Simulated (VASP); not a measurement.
A run of VASP 6.6.1 is set up as follows.

Contents of INCAR:

```
SYSTEM = Al3InSb4
PREC = Accurate
ENCUT = 500
EDIFF = 1E-6
ISMEAR = 0
SIGMA = 0.1
LREAL = .False.
LASPH = .True.
NELM = 120
ALGO = Normal
ISIF = 2
LWAVE = .False.
LCHARG = .True.
LELF = .True.
LVHAR = .True.
NBANDS = 31
GGA_COMPAT = .False.
```

The input KPOINTS:

```
Automatic mesh
0
Gamma
  4 4 4
  0 0 0
```

The input POSCAR:

```
Al3InSb4
1.0
   -3.1108750000      3.1108750000      0.0000000000
   -3.1108750000     -6.2217500000      3.1108750000
    3.1108750000      3.1108750000      6.2217500000
In Al Sb
1 3 4
Direct
    0.0000000000      0.0000000000      0.0000000000
    0.7500000000      0.5000000000      0.2500000000
    0.5000000000      0.0000000000      0.5000000000
    0.2500000000      0.5000000000      0.7500000000
    0.1875000000      0.3750000000      0.0625000000
    0.9375000000      0.8750000000      0.3125000000
    0.6875000000      0.3750000000      0.5625000000
    0.4375000000      0.8750000000      0.8125000000
```

Potentials or basis: VASP PAW LDA potentials, release 64 (In_d, Al, Sb).

The run is started by

```bash
$ cat potpaw_LDA.64/In_d/POTCAR potpaw_LDA.64/Al/POTCAR potpaw_LDA.64/Sb/POTCAR > POTCAR
$ mpirun -np 1 vasp_std > vasp.out
```

What does it give for the largest force?

1.083 eV/Å.

What does it give for the band gap on the k mesh?

0.93 eV.

Stress tensor (GPa, compression positive):
```
-0.08 -0.27  0.01
-0.27 -0.08  0.01
 0.01  0.01 -0.46
```

Caveat: spin-orbit coupling is left out, which moves the levels of the heavy elements; forces of over 1 eV/Å act on the atoms, so gaps and moduli don't describe the material at rest. A k mesh can miss the band edges.
